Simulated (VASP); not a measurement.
Set up this calculation in VASP 6.6.1, as the native input.

| Item | Value |
| --- | --- |
| Task | single point |
| Functional | PBE |
| Potentials or basis | VASP PAW PBE potentials, release 64 (Mg, H) |
| Cutoff | 520 eV |
| k mesh | 4 × 4 × 6 |
| Occupations | gaussian, width 0.1 eV |
| Spin | no spin polarisation |
| Dipole correction | no |
| Further INCAR settings | ALGO = Normal; EDIFF = 1e-06; NBANDS = 9 |

The structure of MgH2 lies in POSCAR:

```
MgH2
1.0
    3.3047488680      0.0000000000      0.0000000000
    0.0000000000      3.3047488680      0.0000000000
    0.0000000000      0.0000000000      2.6551726308
Mg H
1 2
Direct
    0.0000000000      0.0000000000      0.0000000000
    0.5000000000      0.0000000000      0.5000000000
    0.0000000000      0.5000000000      0.5000000000
```

This cell differs from its parent crystal: atoms taken out.

One way to write it, as run:

INCAR

```
PREC     = Accurate       # precision mode
ENCUT    = 520            # plane-wave cutoff, eV
EDIFF    = 1E-6           # SCF threshold, eV
ISMEAR   = 0              # smearing method
SIGMA    = 0.1            # smearing width, eV
LREAL    = F              # projectors in reciprocal space
LASPH    = T              # aspherical terms in the spheres
NELM     = 100            # most SCF steps
ALGO     = Normal         # electronic algorithm
ISIF     = 2              # what is computed and relaxed
LWAVE    = F              # write WAVECAR
LCHARG   = T              # write CHGCAR
GGA      = PE             # functional
LELF     = T              # ELF
LVHAR    = T            
NBANDS   = 9              # bands
```

KPOINTS

```
Automatic mesh
0
Gamma
  4 4 6
```

Potentials or basis: VASP PAW PBE potentials, release 64 (Mg, H).

The run is started by

```bash
$ cat potpaw_PBE.64/Mg/POTCAR potpaw_PBE.64/H/POTCAR > POTCAR
$ mpirun -np 1 vasp_std > vasp.out
```

Results of the run:

- Pressure: -0.3 GPa
- Band gap on the k mesh: zero (bands 2 and 3 overlap by 1.23 eV)

Caveat: the k points lie up to 0.48 Å⁻¹ apart, too coarse for converged energies and pressures of a metal; the cell differs from its parent crystal (atoms taken out).

It took 5 s on 1 thread of Intel(R) Xeon(R) Platinum 8488C (Sapphire Rapids) (shared host), peak memory 0.14 GiB.
